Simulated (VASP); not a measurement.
# Na2Hf2Cd: single point with PBE

Na2Hf2Cd:

```
Na Hf Cd
1.0
    -2.66323    2.66323    6.61180
     2.66323   -2.66323    6.61180
     2.66323    2.66323   -6.61180
Na Hf Cd
2 2 1
Cartesian
  0.0000 2.6632 3.3059
  2.6632 0.0000 3.3059
  0.0000 2.6632 0.0000
  2.6632 0.0000 0.0000
  0.0000 0.0000 0.0000
```

```
Program                : VASP 6.6.1
Task                   : single point
Functional             : PBE
Potentials or basis    : VASP PAW PBE potentials, release 64 (Na_pv, Hf_pv, Cd)
Cutoff                 : 520 eV
k mesh                 : 5 × 5 × 5
Occupations            : gaussian, width 0.2 eV
Spin                   : no spin polarisation
Dipole correction      : no
Further INCAR settings : ALGO = Fast; EDIFF = 1e-06; NBANDS = 31
```

```json
{
  "Pressure": "0.1 GPa",
  "Band gap on the k mesh": "zero (band 23 reaches 1.02 eV, above the bottom of band 24 at 0.56 eV)"
}
```

Stress tensor (GPa, compression positive):
```
-0.09  0.00  0.00
 0.00 -0.09  0.00
 0.00  0.00  0.36
```

Levels at points of the mesh, in eV from the Fermi level:
```tsv
k point	band 19	band 20	band 21	band 22	band 23	band 24	band 25	band 26	band 27	band 28
(0.00, 0.00, 0.00)	-1.90	-0.77	-0.41	0.02	0.32	0.34	0.34	1.01	1.01	1.84
```

It took 4.7 min on 1 thread of Intel(R) Xeon(R) Platinum 8259CL CPU @ 2.50GHz (Skylake/Cascade Lake) (shared host), peak memory 0.54 GiB.

Caveat: spin-orbit coupling is left out, which moves the levels of the heavy elements.
